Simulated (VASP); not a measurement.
Here is a VASP 6.6.1 calculation.

Contents of INCAR:

```
SYSTEM = SrSi2Au
ALGO = Normal
EDIFF = 1E-7
EDIFFG = -0.04
ENCUT = 500
GGA = PE
GGA_COMPAT = .False.
IBRION = 2
ISIF = 3
ISMEAR = 0
LASPH = .True.
LCHARG = .False.
LREAL = .False.
LWAVE = .False.
NELM = 120
NELMIN = 4
NSW = 90
PREC = Accurate
SIGMA = 0.1
```

File KPOINTS:

```
k-points
0
Gamma
  4 4 4
  0 0 0
```

File POSCAR:

```
SrSi2Au
1.0
    4.3133811600      0.0000000000      0.0000000000
    0.0000000000      4.3133811600      0.0000000000
    0.0000000000      0.0000000000      4.1530141900
Sr Si Au
1 2 1
Direct
    0.0000000000      0.0000000000      0.0000000000
    0.0000000000      0.5000000000      0.5000000000
    0.5000000000      0.0000000000      0.5000000000
    0.5000000000      0.5000000000      0.0000000000
```

Potentials or basis: VASP PAW PBE potentials, release 64 (Sr_sv, Si, Au).

Launch:

```sh
$ cat potpaw_PBE.64/Sr_sv/POTCAR potpaw_PBE.64/Si/POTCAR potpaw_PBE.64/Au/POTCAR > POTCAR
$ mpirun -np 1 vasp_std > vasp.out
```

Problem. Predict the relaxed volume.

Solution. 20.89 Å³/atom.

Problem. Predict the relaxed cell.

Solution. a = 4.349 Å, b = 4.349 Å, c = 4.419 Å, α = 90.00°, β = 90.00°, γ = 90.00°.

Problem. What does it give for the space group after relaxing (to 0.05 Å)?

Solution. P4/mmm (No. 123).

The path:
```
step  energy change (eV)  largest force (eV/Å)  pressure (GPa)  volume (Å³)
   1              0.0000                0.0000            5.89        77.27
   2             -0.1344                0.0000           -1.31        85.46
   3             -0.1379                0.0000           -0.47        84.22
   4             -0.1495                0.0000           -0.16        83.85
   5             -0.1519                0.0000            0.08        83.58
```

Caveat: the k points lie up to 0.36 Å⁻¹ apart in the final cell.
